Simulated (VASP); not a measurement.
# Ga2SnO4 (R-3m) in VASP: single point with PBE

Aim: the single point of Ga2SnO4 with PBE.

All numbers are computed with VASP 6.6.1; they aren't measurements. Logs are shortened: lines on timing, memory, paths and dates and some standing lists are left out, and cuts for length are marked.

## 1. The cell of the first run

The structure is trigonal, space group R-3m (No. 166). The conventional cell has a = 3.501 Å, b = 3.501 Å, c = 26.709 Å, α = 90.00°, β = 90.00°, γ = 120.00°. Within 2.4 Å of Ga (site symmetry 3m) lie 5 O at 1.81 to 2.06 Å. Within 3.3 Å of Sn (site symmetry -3m) lie 6 O at 2.48 Å. O (site symmetry 3m) has 4 Ga at 2.04 to 2.06 Å and 3 O at 2.61 Å within 2.7 Å. Within 2.4 Å of O (site symmetry 3m) lie 1 Ga at 1.81 Å.

## 2. Single point, PBE

Contents of INCAR:

```
SYSTEM = Ga2SnO4
PREC = Accurate ; ENCUT = 520
EDIFF = 1E-7 ; ISMEAR = 0
SIGMA = 0.15 ; LREAL = .False.
LASPH = .True. ; NELM = 60
ALGO = Normal ; ISIF = 2
LWAVE = .False. ; LCHARG = .False.
GGA = PE ; NBANDS = 41
```

Contents of KPOINTS:

```
regular mesh
0
Gamma
  4 4 4
  0 0 0
```

Contents of POSCAR:

```
Ga2SnO4
1.0
    1.7506301680      1.0107267970      8.9029327882
   -1.7506301680      1.0107267970      8.9029327882
    0.0000000000     -2.0214535991      8.9029327877
Ga Sn O
2 1 4
Direct
    0.7879394634      0.7879394634      0.7879394634
    0.2120605366      0.2120605366      0.2120605366
    0.0000000000      0.0000000000      0.0000000000
    0.1356800405      0.1356800405      0.1356800405
    0.7202485791      0.7202485791      0.7202485791
    0.8643199595      0.8643199595      0.8643199595
    0.2797514209      0.2797514209      0.2797514209
```

Potentials or basis: VASP PAW PBE potentials, release 64 (Ga_d, Sn_d, O).

On the command line:

```console
cat potpaw_PBE.64/Ga_d/POTCAR potpaw_PBE.64/Sn_d/POTCAR potpaw_PBE.64/O/POTCAR > POTCAR
mpirun -np 1 vasp_std > vasp.out
```

OUTCAR:

```text
SYSTEM = Ga2SnO4
   PREC = Accurate
   ENCUT = 520
   EDIFF = 1E-7
   ISMEAR = 0
   LREAL = .False.
   LASPH = .True.
   NELM = 60
   ISIF = 2
   GGA = PE

 ion  position               nearest neighbor table
   1  0.788  0.788  0.788-   5 1.81   6 2.04   4 2.06   4 2.06   4 2.06
   2  0.212  0.212  0.212-   7 1.81   4 2.04   6 2.06   6 2.06   6 2.06
   3  0.000  0.000  0.000-   5 2.48   7 2.48   5 2.48   5 2.48   7 2.48   7 2.48
   4  0.136  0.136  0.136-   2 2.04   1 2.06   1 2.06   1 2.06
   5  0.720  0.720  0.720-   1 1.81   3 2.48   3 2.48   3 2.48
   6  0.864  0.864  0.864-   1 2.04   2 2.06   2 2.06   2 2.06
   7  0.280  0.280  0.280-   2 1.81   3 2.48   3 2.48   3 2.48

  LATTYP: Found a trigonal (rhomboedric) cell.
 ALAT       =     9.1295392477
 COS(alpha) =     0.9264604290

  Lattice vectors:

 A1 = (   1.7506301680,   1.0107267970,   8.9029327882)
 A2 = (  -1.7506301680,   1.0107267970,   8.9029327882)
 A3 = (   0.0000000000,  -2.0214535991,   8.9029327877)

Analysis of symmetry for initial positions (statically):
=====================================================================
 Subroutine PRICEL returns:
 Original cell was already a primitive cell.

 Routine SETGRP: Setting up the symmetry group for a
 trigonal (rhombohedral) supercell.

 Subroutine GETGRP returns: Found 12 space group operations
 (whereof 12 operations were pure point group operations)
 out of a pool of 12 trial point group operations.

The static configuration has the point symmetry D_3d.

Analysis of symmetry for dynamics (positions and initial velocities):
=====================================================================
 Subroutine PRICEL returns:
 Original cell was already a primitive cell.

 Routine SETGRP: Setting up the symmetry group for a
 trigonal (rhombohedral) supercell.

 Subroutine GETGRP returns: Found 12 space group operations
 (whereof 12 operations were pure point group operations)
 out of a pool of 12 trial point group operations.

The dynamic configuration has the point symmetry D_3d.

 Subroutine INISYM returns: Found 12 space group operations
 (whereof 12 operations are pure point group operations),
 and found     1 'primitive' translations

----------------------------------------------------------------------------------------

                                     Primitive cell

  volume of cell :      94.5176

  direct lattice vectors                    reciprocal lattice vectors
     1.750630168  1.010726797  8.902932788     0.285611438  0.164897841  0.037440846
    -1.750630168  1.010726797  8.902932788    -0.285611438  0.164897841  0.037440846
[... 90 lines left out ...]
   ISYM   =      2    0-nonsym 1-usesym 2-fastsym
   POTIM  = 0.5000    time-step for ionic-motion
   TEBEG  =    0.0;   TEEND  =   0.0 temperature during run
   PSTRESS=    0.0 pullay stress
   NELECT =      64.0000    total number of electrons
   NUPDOWN=      -1.0000    fix difference up-down
   EMIN   =  10.00;   EMAX   =-10.00  energy-range for DOS
   EFERMI =   0.00;   METHOD = LEGACY
   ISMEAR =     0;   SIGMA  =   0.15  broadening in eV -4-tet -1-fermi 0-gaus
   EFERMI_NEDOS =   21; number of points for ismear=-14 and -15
   IALGO  =     38    algorithm
   IMIX   =      4    mixing-type and parameters
     AMIX     =   0.40;   BMIX     =  1.00
     AMIX_MAG =   1.60;   BMIX_MAG =  1.00
  volume/ion in A,a.u.               =      13.50        91.12
  Fermi-wavevector in a.u.,A,eV,Ry     =   1.437575  2.716624 28.118115  2.066623
  Thomas-Fermi vector in A             =   2.556638
   LORBIT       =      0    0 simple, 1 ext, 2 COOP (PROOUT), +10 PAW based schemes
   GGA     = PE    functional components
   LHFCALC =     F    Hartree Fock is set to
   AEXX    =    0.0000 exact exchange contribution
   IVDW    =     0    specifies the selected vdW correction
   LEPSILON=     F    determine dielectric tensor
   LRPA    =     F    only Hartree local field effects (RPA)
 non-spin polarized calculation
 Gauss-broadening in eV      SIGMA  =   0.15
  energy-cutoff  :      520.00
  volume of cell :       94.52
 maximum number of plane-waves:      2586
 NGX is ok and might be reduce to    70
   NGX = 33   NGY = 33   NGZ = 33

 number of electron      64.0000016 magnetization

 Free energy of the ion-electron system (eV)
  ---------------------------------------------------
  ext. energy  EPLUGINS =         0.00000000
  ---------------------------------------------------
  free energy    TOTEN  =       -39.55315184 eV

  energy without entropy =      -39.54486007  energy(sigma->0) =      -39.54900596

 E-fermi :   6.0097     XC(G=0): -10.6569

 val. band max:        5.8616804047   @ k =  -0.2500   0.5000   0.2500
 cond. band min:       6.1773489154   @ k =   0.2500   0.2500   0.2500
 fundamental gap:      0.3156685107
 Fermi energy:         6.0097114696

 k-point     1 :       0.0000    0.0000    0.0000
  band No.  band energies     occupation
      1     -15.2605      2.00000
      2     -15.1875      2.00000
      3     -15.1875      2.00000
      4     -15.1580      2.00000
      5     -15.0826      2.00000
      6     -15.0826      2.00000
[... 561 lines left out ...]
     40      12.9302      0.00000
     41      14.1312      0.00000

------------------------ aborting loop because EDIFF is reached ----------------------------------------

  FORCE on cell =-STRESS in cart. coord.  units (eV):
  Direction    XX          YY          ZZ          XY          YZ          ZX
  --------------------------------------------------------------------------------------
  -------------------------------------------------------------------------------------
  Total        0.5520421      0.5520421      0.4909695     -0.0000000     -0.0000000      0.0000000
  in kB        9.3577243      9.3577243      8.3224764     -0.0000000     -0.0000000      0.0000000
  external PRESSURE =       9.0126416 kB  Pullay stress =       0.0000000 kB

 VOLUME and BASIS-vectors are now :
 -----------------------------------------------------------------------------
  energy-cutoff  :      520.00
  volume of cell :       94.52
      direct lattice vectors                 reciprocal lattice vectors
     1.750630168  1.010726797  8.902932788     0.285611438  0.164897841  0.037440846
    -1.750630168  1.010726797  8.902932788    -0.285611438  0.164897841  0.037440846
     0.000000000 -2.021453599  8.902932788     0.000000000 -0.329795681  0.037440846

 POSITION                                       TOTAL-FORCE (eV/Angst)
 -----------------------------------------------------------------------------------
      0.00000     -0.00000     21.04492         0.000000      0.000000     -0.059439
      0.00000     -0.00000      5.66388         0.000000     -0.000000      0.059439
      0.00000      0.00000      0.00000         0.000000     -0.000000     -0.000000
      0.00000     -0.00000      3.62385         0.000000     -0.000000      0.035252
      0.00000     -0.00000     19.23697         0.000000      0.000000     -0.087088
      0.00000     -0.00000     23.08495         0.000000      0.000000     -0.035252
      0.00000     -0.00000      7.47182         0.000000     -0.000000      0.087088
 -----------------------------------------------------------------------------------
    total drift:                                0.000000      0.000000     -0.000000

  FREE ENERGIE OF THE ION-ELECTRON SYSTEM (eV)
  ---------------------------------------------------
  free  energy   TOTEN  =       -39.5531518379 eV

  energy  without entropy=      -39.5448600745  energy(sigma->0) =      -39.54900596
```

stdout:

```text
POSCAR found type information on POSCAR GaSnO
 POSCAR found :  3 types and       7 ions
 scaLAPACK will be used
 LDA part: xc-table for (Slater+PW92), standard interpolation
 POSCAR, INCAR and KPOINTS ok, starting setup
 FFT: planning ... GRIDC
 FFT: planning ... GRID_SOFT
 FFT: planning ... GRID
 WAVECAR not read
 entering main loop
```

Run time: 5.7 min. Hardware: 1 thread of Intel Xeon Platinum 8488C (Sapphire Rapids), shared host; peak memory 0.67 GiB.

Results:

| Quantity | Value |
| --- | --- |
| Free energy | -39.5532 eV |
| Pressure | 0.9 GPa |
| Largest force | 0.087 eV/Å |
| Band gap on the k mesh | zero (band 32 reaches 5.86 eV, above the bottom of band 33 at 5.58 eV) |

Forces in eV/Å, atoms in the order of the input:
```
Ga   0.000  0.000 -0.059
Ga   0.000  0.000  0.059
Sn   0.000  0.000  0.000
O    0.000  0.000  0.035
O    0.000  0.000 -0.087
O    0.000  0.000 -0.035
O    0.000  0.000  0.087
```

Stress tensor (GPa, compression positive):
```
0.94 0.00 0.00
0.00 0.94 0.00
0.00 0.00 0.83
```

Caveat: the k points lie up to 0.52 Å⁻¹ apart; spin-orbit coupling is left out, which moves the levels of the heavy elements.
